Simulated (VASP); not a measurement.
Runs of VASP 6.6.1 on SiC. The structure is that of space group F-43m (No. 216), or close to it. The cells are those of the table. 

| cell | k mesh | smearing | gap on the mesh (eV) | pressure (GPa) |
| --- | --- | --- | --- | --- |
| a = 3.096 Å, angles 60.0°, 2 atoms | 8 × 8 × 8 | gaussian 0.02 eV | 1.37 | 0.0 |
| a = 3.096 Å, angles 60.0°, 2 atoms | 6 × 6 × 6 | gaussian 0.05 eV | (b) | 0.0 |
| a = 3.150 Å, angles 60.0°, 2 atoms | 6 × 6 × 6 | gaussian 0.05 eV | (a) | -10.0 |
| a = 3.037 Å, angles 60.0°, 2 atoms | 8 × 8 × 8 | gaussian 0.05 eV | 1.31 | 13.7 |

Alike in all rows: task single point; level PBE; potentials or basis VASP PAW PBE potentials, release 64 (Si, C); no spin polarisation; cutoff (eV) 600.

Estimate the missing entries.

(a) 1.41; (b) 1.36.

A k mesh can miss the band edges.
